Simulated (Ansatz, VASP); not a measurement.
**W in VASP and in Ansatz**

The input INCAR:

```
SYSTEM = W
ALGO = Fast
EDIFF = 1E-6
ENCUT = 520
GGA = PE
ISIF = 2
ISMEAR = 0
LASPH = .TRUE.
LCHARG = .FALSE.
LREAL = .FALSE.
LWAVE = .FALSE.
NBANDS = 28
NELM = 100
PREC = Accurate
SIGMA = 0.1
```

File KPOINTS:

```
k-points
0
G
  30 30 12
  0 0 0
```

POSCAR

```
W
1.0
    2.7945458184      0.0000000000      0.0000000000
   -1.3972729092      2.4201476707      0.0000000000
    0.0000000000      0.0000000000      7.3158544424
W
3
Direct
    0.0000000000      0.0000000000      0.0000000000
    0.3333333333      0.6666666667      0.3333333333
    0.6666666667      0.3333333333      0.6666666667
```

Input for Ansatz:

```yaml
crystal:
  lattice:
    - [2.7945458184, 0.0, 0.0]
    - [-1.3972729092, 2.4201476707, 0.0]
    - [0.0, 0.0, 7.3158544424]
  atoms:
    - { symbol: W, position: [0.0, 0.0, 0.0] }
    - { symbol: W, position: [0.3333333333, 0.6666666667, 0.3333333333] }
    - { symbol: W, position: [0.6666666667, 0.3333333333, 0.6666666667] }
basis:
  ecutwfc: 420
kpoints:
  mp_grid: { grid: [30, 30, 12] }
hamiltonian:
  xc: pbe
scf:
  occupations: { method: gaussian, width: 0.1 }
output:
  forces: true
  stress: true
  eigenvalues: true
  write_density: true
  write_potential: true
  elf: true
  volumetric_format: npy
```

Alike in both runs: task single point; functional PBE; k mesh 30 × 30 × 12; occupations gaussian, width 0.1 eV; no spin polarisation.

|  | VASP | Ansatz |
| --- | --- | --- |
| version | VASP 6.6.1 | Ansatz 0.2.0 |
| potentials or method | VASP PAW PBE potentials, release 64 (W_sv), cutoff 520 eV | scalar-relativistic, plane waves, PAW |
| valence electrons in the cell | 42 | 42 |

```csv
,VASP,Ansatz,Ansatz less VASP
gap on the k mesh at the Fermi level (eV),none,none,-
pressure (GPa),0.6,0.0,-0.53
"traceless stress, the component that is largest in VASP (GPa)",-0.46,-0.38,+0.077
```

A gap of «none» marks a metal or a gap that the smearing closes. With one functional, cell and mesh, what is left measures potentials, basis and numerics.

Neither program's run includes spin-orbit coupling.
